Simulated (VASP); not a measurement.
## MoS2: single point with PBEsol+D3(BJ)

The system is MoS2.

```
CELL_PARAMETERS angstrom
3.14081 0.00000 0.00000
-1.57041 2.72002 0.00000
0.00000 0.00000 5.55348
ATOMIC_POSITIONS crystal
Mo 0.00000 0.00000 0.50000
S 0.33333 0.66667 0.21774
S 0.66667 0.33333 0.78226
```

| Quantity | Value |
| --- | --- |
| Program | VASP 6.6.1 |
| Task | single point |
| Functional | PBEsol |
| Dispersion | D3(BJ) |
| Potentials or basis | VASP PAW PBE potentials, release 64 (Mo_sv, S) |
| Cutoff | 520 eV |
| k mesh | 10 × 10 × 5 |
| Occupations | fermi-dirac, width 0.15 eV |
| Spin | no spin polarisation |

The pressure is 0.1 GPa and the band gap on the k mesh is zero (bands 13 and 14 overlap by 1.06 eV). The dispersion energy per atom is -0.417 eV.

Forces in eV/Å, atoms in the order of the input:
```
Mo   0.000  0.000  0.000
S    0.000  0.000  0.003
S    0.000  0.000 -0.003
```

Stress tensor (GPa, compression positive):
```
0.01 0.00 0.00
0.00 0.01 0.00
0.00 0.00 0.17
```

Levels at points of the mesh, in eV from the Fermi level:
| k point | band 10 | band 11 | band 12 | band 13 | band 14 | band 15 | band 16 | band 17 |
| --- | --- | --- | --- | --- | --- | --- | --- | --- |
| (0.00, 0.00, 0.00) | -1.55 | -0.88 | -0.88 | -0.70 | -0.03 | -0.03 | 2.89 | 2.89 |
| (0.50, 0.00, 0.00) | -4.04 | -3.78 | -2.09 | -1.74 | 1.30 | 1.88 | 3.71 | 4.16 |

Wall time 43 s on 1 thread of Intel Xeon 8259CL, on a shared host, peak memory 0.2 GiB.

Caveat: the PAW data sets were made with another functional, which shifts forces and pressure a little.
